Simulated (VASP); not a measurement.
Write the native input for VASP 6.6.1 that does the following.

* Task: single point
* Functional: PBE
* Potentials or basis: VASP PAW PBE potentials, release 64 (Cs_sv, Nd, Br)
* Cutoff: 600 eV
* k mesh: 4 × 4 × 4
* Occupations: gaussian, width 0.1 eV
* Spin: no spin polarisation
* Dipole correction: no
* Further INCAR settings: ALGO = Normal; EDIFF = 1e-06; NBANDS = 34

The structure of CsNdBr4 lies in POSCAR:

```
CsNdBr4
1.0
    0.0000000000      5.7610097700      5.7610097700
    5.7610097700      0.0000000000      5.7610097700
    5.7610097700      5.7610097700      0.0000000000
Cs Nd Br
1 1 4
Direct
    0.5000000000      0.5000000000      0.5000000000
    0.2500000000      0.2500000000      0.2500000000
    0.6610905700      0.6610905700      0.6610905700
    0.6610905700      0.6610905700      0.0167282900
    0.6610905700      0.0167282900      0.6610905700
    0.0167282900      0.6610905700      0.6610905700
```

The cell was built from a structure type or drawn by symmetry, and may not be a known phase.

The input as run:

INCAR

```
  PREC = Accurate
  ENCUT = 600
  EDIFF = 1E-6
  ISMEAR = 0
  SIGMA = 0.1
  LREAL = F
  LASPH = T
  NELM = 200
  ALGO = Normal
  ISIF = 2
  LWAVE = F
  LCHARG = T
  GGA = PE
  LELF = T
  LVHAR = T
  NBANDS = 34
  GGA_COMPAT = F
  LMAXMIX = 6
```

KPOINTS

```
Automatic mesh
0
Gamma
  4 4 4
```

Potentials or basis: VASP PAW PBE potentials, release 64 (Cs_sv, Nd, Br).

Command:

```console
$ cat potpaw_PBE.64/Cs_sv/POTCAR potpaw_PBE.64/Nd/POTCAR potpaw_PBE.64/Br/POTCAR > POTCAR
$ mpirun -np 1 vasp_std > vasp.out
```

Results of the run:

- Pressure: 1.7 GPa
- Largest force: 2.546 eV/Å
- Band gap on the k mesh: zero (an odd number of electrons rules out a gap without spin polarisation)

Caveat: spin-orbit coupling is left out, which moves the levels of the heavy elements; an odd number of electrons without spin polarisation forces a metal; a magnetic or distorted state may lie lower; the run has no spin polarisation, though such a crystal can be magnetic; semilocal functionals describe open f shells poorly, which spoils levels, moments and volumes.

Run time: 20 min on 1 thread of Intel Xeon 8259CL (shared host), peak memory 0.81 GiB.
